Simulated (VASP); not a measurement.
A run of VASP 6.6.1 is set up as follows.

INCAR

```
SYSTEM = SiNi
PREC     = Accurate       ! precision mode
ENCUT    = 600            ! plane-wave cutoff, eV
EDIFF    = 1E-7           ! SCF threshold, eV
ISMEAR   = 0              ! smearing method
SIGMA    = 0.1            ! smearing width, eV
LREAL    = .FALSE.        ! projectors in reciprocal space
LASPH    = .TRUE.         ! aspherical terms in the spheres
NELM     = 100            ! most SCF steps
ALGO     = Normal         ! electronic algorithm
ISIF     = 3              ! what is computed and relaxed
LWAVE    = .FALSE.        ! write WAVECAR
LCHARG   = .FALSE.        ! write CHGCAR
GGA      = PE             ! functional
IBRION   = 2              ! ionic algorithm
NSW      = 100            ! ionic steps
EDIFFG   = -0.01          ! ionic threshold
```

KPOINTS

```
regular mesh
0
G
  18 18 18
  0 0 0
```

The input POSCAR:

```
SiNi
1.0
   -1.8156798522     -1.8156798522     -3.6313597043
   -1.8156798522     -3.6313597043     -1.8156798522
   -3.6313597043     -1.8156798522     -1.8156798522
Ni Si
1 1
Direct
    0.0000000000      0.0000000000      0.0000000000
    0.5000000000      0.5000000000      0.5000000000
```

Potentials or basis: VASP PAW PBE potentials, release 64 (Ni, Si).

Launch:

```sh
$ cat potpaw_PBE.64/Ni/POTCAR potpaw_PBE.64/Si/POTCAR > POTCAR
$ mpirun -np 1 vasp_std > vasp.out
```

(1) What does it give for the relaxed volume?

(2) Estimate the relaxed cell.

(3) Predict the band gap on the k mesh.

## Answers

(1) 11.56 Å³/atom.

(2) a = 4.033 Å, b = 4.033 Å, c = 4.033 Å, α = 38.77°, β = 38.77°, γ = 38.77°.

(3) zero (band 7 reaches 11.48 eV, above the bottom of band 8 at 11.00 eV).
